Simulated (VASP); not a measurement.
Wanted: the native input for a VASP 6.6.1 run.

```
Task                   : single point
Functional             : PBE
Potentials or basis    : VASP PAW PBE potentials, release 64 (Si, O)
Cutoff                 : 520 eV
k mesh                 : 4 × 4 × 6
Occupations            : gaussian, width 0.1 eV
Spin                   : collinear spin, ferromagnetic start
Starting moments       : [0.0, 0.0, 0.0, 0.0, 1.0] μB
Dipole correction      : no
Further INCAR settings : ALGO = Normal; EDIFF = 1e-06; NBANDS = 23
```

The structure of Si4O lies in POSCAR:

```
Si4O
1.0
    4.8498788700      0.0000000000      0.0000000000
    0.0000000000      4.8498788700      0.0000000000
    0.0000000000      0.0000000000      3.1380596400
Si O
4 1
Direct
    0.6812042700      0.6845866900      0.5000000000
    0.3187957300      0.3154133100      0.5000000000
    0.3154133100      0.6812042700      0.5000000000
    0.6845866900      0.3187957300      0.5000000000
    0.5000000000      0.5000000000      0.0000000000
```

The cell was generated, and may not be a known phase.

One way to write it, as run:

INCAR

```
SYSTEM = Si4O
PREC = Accurate ; ENCUT = 520
EDIFF = 1E-6 ; ISMEAR = 0
SIGMA = 0.1 ; LREAL = .False.
LASPH = .True. ; NELM = 150
ALGO = Normal ; ISIF = 2
LWAVE = .False. ; LCHARG = .False.
ISPIN = 2 ; MAGMOM = 0 0 0 0 1
LORBIT = 11 ; GGA = PE
NBANDS = 23
```

KPOINTS

```
regular mesh
0
Gamma
  4 4 6
  0 0 0
```

Potentials or basis: VASP PAW PBE potentials, release 64 (Si, O).

Run with:

```sh
$ cat potpaw_PBE.64/Si/POTCAR potpaw_PBE.64/O/POTCAR > POTCAR
$ mpirun -np 1 vasp_std > vasp.out
```

Results of the run:

```json
{
  "Pressure": "101.9 GPa",
  "Largest force": "24.448 eV/Å",
  "Band gap on the k mesh": "zero (filled and empty bands overlap)",
  "Net moment": "0.00 μB per cell",
  "Valence electrons inside the program's atomic spheres": "Si 2.08; O 5.13"
}
```

Caveat: the stress differs along the axes, from 47 to 129 GPa; forces of over 1 eV/Å act on the atoms, so gaps and moduli don't describe the material at rest.

It took 31 s on 1 thread of Intel(R) Xeon(R) 6975P-C (Granite Rapids), on a shared host, peak memory 0.22 GiB.
